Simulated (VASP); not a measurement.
# In3Se (Pm-3m) in VASP: a series of runs

In3Se is run at these levels: PBEsol; tasks: single point.

All numbers are computed with VASP 6.6.1; they aren't measurements. Logs are shortened: lines on timing, memory, paths and dates and some standing lists are left out, and cuts for length are marked.

### 1 The cell of the first run

It takes space group Pm-3m (No. 221, cubic). Conventional cell: a = 4.804 Å, b = 4.804 Å, c = 4.804 Å, α = 90.00°, β = 90.00°, γ = 90.00°. In (site symmetry 4/mmm) has 8 In at 3.40 Å and 4 Se at 3.40 Å within 4.5 Å. Se (site symmetry m-3m) has 12 In at 3.40 Å within 4.5 Å.

### 2 Single point, PBEsol

INCAR reads:

```
SYSTEM = In3Se
ALGO = Normal
EDIFF = 1E-7
ENCUT = 520
GGA = PS
ISIF = 2
ISMEAR = -1
LASPH = .TRUE.
LCHARG = .FALSE.
LREAL = .FALSE.
LWAVE = .FALSE.
NBANDS = 30
NELM = 60
PREC = Accurate
SIGMA = 0.1
```

KPOINTS reads:

```
k-points
0
G
  10 10 10
  0 0 0
```

POSCAR reads:

```
In3Se
1.0
    4.8037580000      0.0000000000      0.0000000000
    0.0000000000      4.8037580000      0.0000000000
    0.0000000000      0.0000000000      4.8037580000
In Se
3 1
Direct
    0.0000000000      0.5000000000      0.5000000000
    0.5000000000      0.0000000000      0.5000000000
    0.5000000000      0.5000000000      0.0000000000
    0.0000000000      0.0000000000      0.0000000000
```

Potentials or basis: VASP PAW PBE potentials, release 64 (In_d, Se).

The run is started by

```
$ cat potpaw_PBE.64/In_d/POTCAR potpaw_PBE.64/Se/POTCAR > POTCAR
$ mpirun -np 1 vasp_std > vasp.out
```

OUTCAR:

```text
SYSTEM = In3Se
   EDIFF = 1E-7
   ENCUT = 520
   GGA = PS
   ISIF = 2
   ISMEAR = -1
   LASPH = .TRUE.
   LREAL = .FALSE.
   NELM = 60
   PREC = Accurate

 ion  position               nearest neighbor table
   1  0.000  0.500  0.500-   2 3.40   3 3.40   4 3.40   3 3.40   4 3.40   2 3.40   4 3.40   4 3.40
                             2 3.40   3 3.40   3 3.40   2 3.40
   2  0.500  0.000  0.500-   1 3.40   3 3.40   4 3.40   3 3.40   4 3.40   1 3.40   3 3.40   3 3.40
                             1 3.40   4 3.40   4 3.40   1 3.40
   3  0.500  0.500  0.000-   1 3.40   2 3.40   4 3.40   1 3.40   2 3.40   2 3.40   4 3.40   2 3.40
                             1 3.40   4 3.40   1 3.40   4 3.40
   4  0.000  0.000  0.000-   1 3.40   2 3.40   3 3.40   1 3.40   2 3.40   1 3.40   3 3.40   1 3.40
                             2 3.40   3 3.40   2 3.40   3 3.40

  LATTYP: Found a simple cubic cell.
 ALAT       =     4.8037580000

  Lattice vectors:

 A1 = (   4.8037580000,   0.0000000000,   0.0000000000)
 A2 = (   0.0000000000,   4.8037580000,   0.0000000000)
 A3 = (   0.0000000000,   0.0000000000,   4.8037580000)

Analysis of symmetry for initial positions (statically):
=====================================================================
 Subroutine PRICEL returns:
 Original cell was already a primitive cell.

 Routine SETGRP: Setting up the symmetry group for a
 simple cubic supercell.

 Subroutine GETGRP returns: Found 48 space group operations
[... 9 lines left out ...]

 Routine SETGRP: Setting up the symmetry group for a
 simple cubic supercell.

 Subroutine GETGRP returns: Found 48 space group operations
[... 11 lines left out ...]
                                     Primitive cell

  volume of cell :     110.8520

  direct lattice vectors                    reciprocal lattice vectors
     4.803758000  0.000000000  0.000000000     0.208170353  0.000000000  0.000000000
     0.000000000  4.803758000  0.000000000     0.000000000  0.208170353  0.000000000
     0.000000000  0.000000000  4.803758000     0.000000000  0.000000000  0.208170353

  length of vectors
     4.803758000  4.803758000  4.803758000     0.208170353  0.208170353  0.208170353

  position of ions in fractional coordinates (direct lattice)
     0.000000000  0.500000000  0.500000000
     0.500000000  0.000000000  0.500000000
     0.500000000  0.500000000  0.000000000
     0.000000000  0.000000000  0.000000000

  ion indices of the primitive-cell ions
   primitive index   ion index
                 1           1
                 2           2
                 3           3
                 4           4

----------------------------------------------------------------------------------------

 KPOINTS: k-points

Automatic generation of k-mesh.
 Grid dimensions read from file:
 generate k-points for:   10   10   10

 Generating k-lattice:

  Cartesian coordinates                     Fractional coordinates (reciprocal lattice)
     0.020817035  0.000000000  0.000000000     0.100000000  0.000000000  0.000000000
     0.000000000  0.020817035  0.000000000     0.000000000  0.100000000  0.000000000
     0.000000000  0.000000000  0.020817035     0.000000000  0.000000000  0.100000000

  Length of vectors
     0.020817035  0.020817035  0.020817035

  Shift w.r.t. Gamma in fractional coordinates (k-lattice)
     0.000000000  0.000000000  0.000000000

 Subroutine IBZKPT returns following result:
 ===========================================

 Found     56 irreducible k-points:

 Following reciprocal coordinates:
            Coordinates               Weight
  0.000000  0.000000  0.000000      1.000000
  0.100000  0.000000  0.000000      6.000000
  0.200000  0.000000  0.000000      6.000000
  0.300000  0.000000  0.000000      6.000000
  0.400000  0.000000  0.000000      6.000000
  0.500000  0.000000  0.000000      3.000000
[... 16 lines left out ...]
  0.200000  0.100000  0.100000     24.000000
  0.300000  0.100000  0.100000     24.000000
 [... further k-points ...]
   k-points           NKPTS =     56   k-points in BZ     NKDIM =     56   number of bands    NBANDS=     30
   number of dos      NEDOS =    301   number of ions     NIONS =      4
   total plane-waves  NPLWV =  46656
   dimension x,y,z NGX =    36 NGY =   36 NGZ =   36
   dimension x,y,z NGXF=    72 NGYF=   72 NGZF=   72
   ions per type =               3   1
   NGX,Y,Z   is equivalent  to a cutoff of  12.46, 12.46, 12.46 a.u.
   NGXF,Y,Z  is equivalent  to a cutoff of  24.92, 24.92, 24.92 a.u.
 SYSTEM =  In3Se
   PREC   = accura    normal or accurate (medium, high low for compatibility)
   ISTART =      0    job   : 0-new  1-cont  2-samecut
   ICHARG =      2    charge: 1-file 2-atom 10-const
   ISPIN  =      1    spin polarized calculation?
   LNONCOLLINEAR =      F non collinear calculations
   LSORBIT =      F    spin-orbit coupling
   LASPH  =      T    aspherical Exc in radial PAW
   ENCUT  =  520.0 eV  38.22 Ry    6.18 a.u.   8.93  8.93  8.93*2*pi/ulx,y,z
   NELM   =     60;   NELMIN=  2; NELMDL= -5     # of ELM steps
   EDIFF  = 0.1E-06   stopping-criterion for ELM
   LREAL  =      F    real-space projection
   EDIFFG = 0.1E-05   stopping-criterion for IOM
   NSW    =      0    number of steps for IOM
   IBRION =     -1    ionic relax: 0-MD 1-quasi-New 2-CG
   NFREE  =      0    steps in history (QN), initial steepest desc. (CG)
   ISIF   =      2    stress and relaxation
   ISYM   =      2    0-nonsym 1-usesym 2-fastsym
   POTIM  = 0.5000    time-step for ionic-motion
   TEBEG  =    0.0;   TEEND  =   0.0 temperature during run
   PSTRESS=    0.0 pullay stress
   NELECT =      45.0000    total number of electrons
   NUPDOWN=      -1.0000    fix difference up-down
   EMIN   =  10.00;   EMAX   =-10.00  energy-range for DOS
   EFERMI =   0.00;   METHOD = LEGACY
   ISMEAR =    -1;   SIGMA  =   0.10  broadening in eV -4-tet -1-fermi 0-gaus
   EFERMI_NEDOS =   21; number of points for ismear=-14 and -15
   IALGO  =     38    algorithm
   IMIX   =      4    mixing-type and parameters
     AMIX     =   0.40;   BMIX     =  1.00
     AMIX_MAG =   1.60;   BMIX_MAG =  1.00
  volume/ion in A,a.u.               =      27.71       187.02
  Fermi-wavevector in a.u.,A,eV,Ry     =   1.212173  2.290675 19.991897  1.469363
  Thomas-Fermi vector in A             =   2.347665
   LORBIT       =      0    0 simple, 1 ext, 2 COOP (PROOUT), +10 PAW based schemes
   GGA     = PS    functional components
   LHFCALC =     F    Hartree Fock is set to
   AEXX    =    0.0000 exact exchange contribution
   IVDW    =     0    specifies the selected vdW correction
   LEPSILON=     F    determine dielectric tensor
   LRPA    =     F    only Hartree local field effects (RPA)
 non-spin polarized calculation
  energy-cutoff  :      520.00
  volume of cell :      110.85
 maximum number of plane-waves:      3016
 NGX is ok and might be reduce to    36
   NGX = 17   NGY = 17   NGZ = 17

 number of electron      45.0000024 magnetization

 Free energy of the ion-electron system (eV)
  ---------------------------------------------------
  ext. energy  EPLUGINS =         0.00000000
  ---------------------------------------------------
  free energy    TOTEN  =       -13.17888145 eV

  energy without entropy =      -13.12965539  energy(sigma->0) =      -13.15426842

 E-fermi :   5.7540     XC(G=0):  -9.9011

 val. band max:        5.7519338561   @ k =   0.4000   0.2000   0.2000
 cond. band min:       5.7648712611   @ k =   0.5000   0.1000   0.0000
 fundamental gap:      0.0129374050
 Fermi energy:         5.7539560243

 k-point     1 :       0.0000    0.0000    0.0000
  band No.  band energies     occupation
      1      -8.8990      2.00000
      2      -8.8924      2.00000
      3      -8.8924      2.00000
      4      -8.8924      2.00000
      5      -8.7706      2.00000
      6      -8.7706      2.00000
[... 22 lines left out ...]
     29      11.0395      0.00000
     30      12.6098      0.00000

 k-point     2 :       0.1000    0.0000    0.0000
  band No.  band energies     occupation
      1      -8.8908      2.00000
      2      -8.8904      2.00000
      3      -8.8834      2.00000
      4      -8.8834      2.00000
      5      -8.7695      2.00000
      6      -8.7647      2.00000
[... 22 lines left out ...]
     29      11.3130      0.00000
     30      12.6901      0.00000

 k-point     3 :       0.2000    0.0000    0.0000
  band No.  band energies     occupation
      1      -8.8865      2.00000
      2      -8.8660      2.00000
      3      -8.8572      2.00000
      4      -8.8572      2.00000
      5      -8.7665      2.00000
      6      -8.7480      2.00000
[... 22 lines left out ...]
     29      11.9440      0.00000
     30      12.6596      0.00000

 k-point     4 :       0.3000    0.0000    0.0000
  band No.  band energies     occupation
      1      -8.8810      2.00000
      2      -8.8306      2.00000
      3      -8.8160      2.00000
      4      -8.8160      2.00000
      5      -8.7620      2.00000
      6      -8.7234      2.00000
[... 22 lines left out ...]
     29      11.9236      0.00000
     30      12.4180      0.00000

 k-point     5 :       0.4000    0.0000    0.0000
  band No.  band energies     occupation
      1      -8.8764      2.00000
      2      -8.7947      2.00000
      3      -8.7645      2.00000
      4      -8.7645      2.00000
      5      -8.7546      2.00000
      6      -8.6973      2.00000
[... 22 lines left out ...]
     29      10.9225      0.00000
     30      11.8402      0.00000
[... 526 lines left out ...]
     29      10.5076      0.00000
     30      13.0704      0.00000

 k-point    22 :       0.1000    0.1000    0.1000
  band No.  band energies     occupation
      1      -8.8852      2.00000
      2      -8.8712      2.00000
      3      -8.8712      2.00000
      4      -8.8681      2.00000
      5      -8.7597      2.00000
      6      -8.7597      2.00000
[... 22 lines left out ...]
     29      11.6253      0.00000
     30      12.2854      0.00000

 k-point    23 :       0.2000    0.1000    0.1000
  band No.  band energies     occupation
      1      -8.8761      2.00000
      2      -8.8584      2.00000
      3      -8.8488      2.00000
      4      -8.8390      2.00000
      5      -8.7563      2.00000
      6      -8.7417      2.00000
[... 22 lines left out ...]
     29      11.3808      0.00000
     30      12.1495      0.00000

 k-point    24 :       0.3000    0.1000    0.1000
  band No.  band energies     occupation
      1      -8.8676      2.00000
      2      -8.8314      2.00000
      3      -8.8135      2.00000
      4      -8.7984      2.00000
      5      -8.7519      2.00000
      6      -8.7157      2.00000
[... 22 lines left out ...]
     29      10.5831      0.00000
     30      12.5394      0.00000

 [... further k-points ...]
[... 5 lines left out ...]
  --------------------------------------------------------------------------------------
  -------------------------------------------------------------------------------------
  Total       -2.0849235     -2.0849235     -2.0849235      0.0000000      0.0000000     -0.0000000
  in kB      -30.1340383    -30.1340383    -30.1340383      0.0000000      0.0000000     -0.0000000
  external PRESSURE =     -30.1340383 kB  Pullay stress =       0.0000000 kB

 VOLUME and BASIS-vectors are now :
 -----------------------------------------------------------------------------
  energy-cutoff  :      520.00
  volume of cell :      110.85
      direct lattice vectors                 reciprocal lattice vectors
     4.803758000  0.000000000  0.000000000     0.208170353  0.000000000  0.000000000
     0.000000000  4.803758000  0.000000000     0.000000000  0.208170353  0.000000000
     0.000000000  0.000000000  4.803758000     0.000000000  0.000000000  0.208170353

 POSITION                                       TOTAL-FORCE (eV/Angst)
 -----------------------------------------------------------------------------------
      0.00000      2.40188      2.40188         0.000000      0.000000      0.000000
      2.40188      0.00000      2.40188         0.000000      0.000000      0.000000
      2.40188      2.40188      0.00000         0.000000      0.000000      0.000000
      0.00000      0.00000      0.00000         0.000000      0.000000      0.000000
 -----------------------------------------------------------------------------------
    total drift:                                0.000000      0.000000      0.000000

  FREE ENERGIE OF THE ION-ELECTRON SYSTEM (eV)
  ---------------------------------------------------
  free  energy   TOTEN  =       -13.1788814525 eV

  energy  without entropy=      -13.1296553893  energy(sigma->0) =      -13.15426842
```

It took 2.9 min on 1 thread of AMD EPYC 7R43 (Zen 3), shared host; peak memory 0.26 GiB.

What came out:

| Property | Result |
| --- | --- |
| Free energy | -13.1789 eV |
| Pressure | -3.0 GPa |

Levels at points of the mesh, in eV from the Fermi level:
```csv
k point,band 20,band 21,band 22,band 23,band 24,band 25,band 26,band 27
"(0.00, 0.00, 0.00)",-3.22,-2.21,-2.21,1.17,1.17,1.17,4.20,4.20
"(0.50, 0.00, 0.00)",-2.40,-1.66,-1.00,-0.07,-0.07,1.41,3.72,3.78
"(0.50, 0.50, 0.00)",-1.90,-0.84,-0.66,-0.66,1.41,1.80,1.80,1.90
"(0.50, 0.50, 0.50)",-4.12,-4.12,-4.12,-3.16,3.04,3.04,3.04,7.92
```

Caveat: the PAW data sets were made with another functional, which shifts forces and pressure a little; spin-orbit coupling is left out, which moves the levels of the heavy elements.

### 3 Single point, PBEsol

INCAR reads:

```
PREC = Accurate
ENCUT = 520
EDIFF = 1E-7
ISMEAR = -1
SIGMA = 0.3
LREAL = F
LASPH = T
NELM = 60
ALGO = Normal
ISIF = 2
LWAVE = F
LCHARG = F
GGA = PS
NBANDS = 30
```

KPOINTS reads:

```
regular mesh
0
Gamma
  10 10 10
```

POSCAR is that of step 2.

Potentials or basis: VASP PAW PBE potentials, release 64 (In_d, Se).

The run is started by

```
$ cat potpaw_PBE.64/In_d/POTCAR potpaw_PBE.64/Se/POTCAR > POTCAR
$ mpirun -np 1 vasp_std > vasp.out
```

It took 2.9 min on 1 thread of AMD EPYC 7R43 (Zen 3), shared host; peak memory 0.27 GiB.

Results (log left out):

```yaml
Free_energy: -13.3769 eV
Pressure: -3.0 GPa
```

Levels at points of the mesh, in eV from the Fermi level:
```csv
k point,band 19,band 20,band 21,band 22,band 23,band 24,band 25,band 26
"(0.00, 0.00, 0.00)",-3.19,-3.19,-2.16,-2.16,1.20,1.20,1.20,4.25
"(0.50, 0.00, 0.00)",-2.38,-2.38,-1.61,-0.97,-0.02,-0.02,1.45,3.76
"(0.50, 0.50, 0.00)",-5.61,-1.88,-0.80,-0.63,-0.63,1.46,1.84,1.84
"(0.50, 0.50, 0.50)",-4.27,-4.09,-4.09,-4.09,-3.10,3.06,3.06,3.06
```

Caveat: the PAW data sets were made with another functional, which shifts forces and pressure a little; spin-orbit coupling is left out, which moves the levels of the heavy elements.
